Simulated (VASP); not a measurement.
Set up this calculation in VASP 6.6.1, as the native input.

```yaml
Task: relaxation of cell and atoms
Functional: PBE
Potentials_or_basis: VASP PAW PBE potentials, release 64 (Si, Se)
Cutoff: 600 eV
k_mesh: 3 × 3 × 3
Occupations: gaussian, width 0.1 eV
Spin: no spin polarisation
Dipole_correction: no
Further_INCAR_settings: ALGO = Normal; EDIFF = 1e-07; IBRION = 2; EDIFFG = -0.04; NSW = 90; ISIF = 3
```

The structure of Si3Se2 lies in POSCAR:

```
Si3Se2
1.0
    3.1514466324      1.8194885615      5.7361061256
   -3.1514466324      1.8194885615      5.7361061256
    0.0000000000     -3.6389771232      5.7361061256
Si Se
6 4
Direct
    0.0562500000      0.4437500000      0.7500000000
    0.7500000000      0.0562500000      0.4437500000
    0.4437500000      0.7500000000      0.0562500000
    0.9437500000      0.5562500000      0.2500000000
    0.2500000000      0.9437500000      0.5562500000
    0.5562500000      0.2500000000      0.9437500000
    0.8521800000      0.8521800000      0.8521800000
    0.6478200000      0.6478200000      0.6478200000
    0.1478200000      0.1478200000      0.1478200000
    0.3521800000      0.3521800000      0.3521800000
```

The input as run:

INCAR

```
SYSTEM = Si3Se2
PREC = Accurate
ENCUT = 600
EDIFF = 1E-7
ISMEAR = 0
SIGMA = 0.1
LREAL = .FALSE.
LASPH = .TRUE.
NELM = 80
ALGO = Normal
ISIF = 3
LWAVE = .FALSE.
LCHARG = .FALSE.
GGA = PE
IBRION = 2
NSW = 90
EDIFFG = -0.04
```

KPOINTS

```
regular mesh
0
G
  3 3 3
  0 0 0
```

Potentials or basis: VASP PAW PBE potentials, release 64 (Si, Se).

Launch:

```sh
$ cat potpaw_PBE.64/Si/POTCAR potpaw_PBE.64/Se/POTCAR > POTCAR
$ mpirun -np 1 vasp_std > vasp.out
```

Results of the run:

| Item | Value |
| --- | --- |
| Relaxed volume | 28.25 Å³/atom |
| Relaxed cell | a = 7.549 Å, b = 7.549 Å, c = 7.549 Å, α = 56.90°, β = 56.90°, γ = 56.90° |
| Space group after relaxing (to 0.05 Å) | R-3c (No. 167) |
| Energy gained by relaxing | 220.2 meV/atom |
| Ionic steps | 22 |
| Pressure after relaxing | 0.1 GPa |
| Largest force after relaxing | 0.028 eV/Å |
| Band gap on the k mesh | 0.17 eV, indirect (least direct gap 0.43 eV) |

Caveat: the volume moved by over 15 % at a fixed basis, so the end points are rough.

Wall time 14 min on 1 thread of Intel(R) Xeon(R) 6975P-C (Granite Rapids), on a shared host, peak memory 0.41 GiB.
